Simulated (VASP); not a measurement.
A run of VASP 6.6.1 is set up as follows.

Contents of INCAR:

```
PREC     = Accurate       # precision mode
ENCUT    = 520            # plane-wave cutoff, eV
EDIFF    = 1E-6           # SCF threshold, eV
ISMEAR   = 0              # smearing method
SIGMA    = 0.01           # smearing width, eV
LREAL    = False          # projectors in reciprocal space
LASPH    = True           # aspherical terms in the spheres
NELM     = 150            # most SCF steps
ALGO     = Normal         # electronic algorithm
ISIF     = 2              # what is computed and relaxed
LWAVE    = False          # write WAVECAR
LCHARG   = False          # write CHGCAR
LMAXMIX  = 4              # l up to which the mixer works
LDAU     = True           # DFT+U
LDAUTYPE = 2            
LDAUL    = -1 2 -1        # shell
LDAUU    = 0 6 0          # U, eV
LDAUJ    = 0 0 0        
LDAUPRINT= 1            
GGA      = PS             # functional
NBANDS   = 28             # bands
```

Contents of KPOINTS:

```
Automatic mesh
0
Gamma
  6 6 6
```

File POSCAR:

```
BaTiO3
1.0
    2.8273666100      1.6323808700      2.3183934900
   -2.8273666100      1.6323808700      2.3183934900
    0.0000000000     -3.2647617400      2.3183934900
Ba Ti O
1 1 3
Direct
    0.0000000000      0.0000000000      0.0000000000
    0.4845000000      0.4845000000      0.4845000000
    0.5086000000      0.5086000000      0.0175000000
    0.0175000000      0.5086000000      0.5086000000
    0.5086000000      0.0175000000      0.5086000000
```

Potentials or basis: VASP PAW PBE potentials, release 64 (Ba_sv, Ti_sv, O).

Run with:

```bash
$ cat potpaw_PBE.64/Ba_sv/POTCAR potpaw_PBE.64/Ti_sv/POTCAR potpaw_PBE.64/O/POTCAR > POTCAR
$ mpirun -np 1 vasp_std > vasp.out
```

(1) Estimate the pressure.

(2) Estimate the largest force.

Results:

(1) 6.1 GPa.

(2) 1.737 eV/Å.

Caveat: the PAW data sets were made with another functional, which shifts forces and pressure a little.
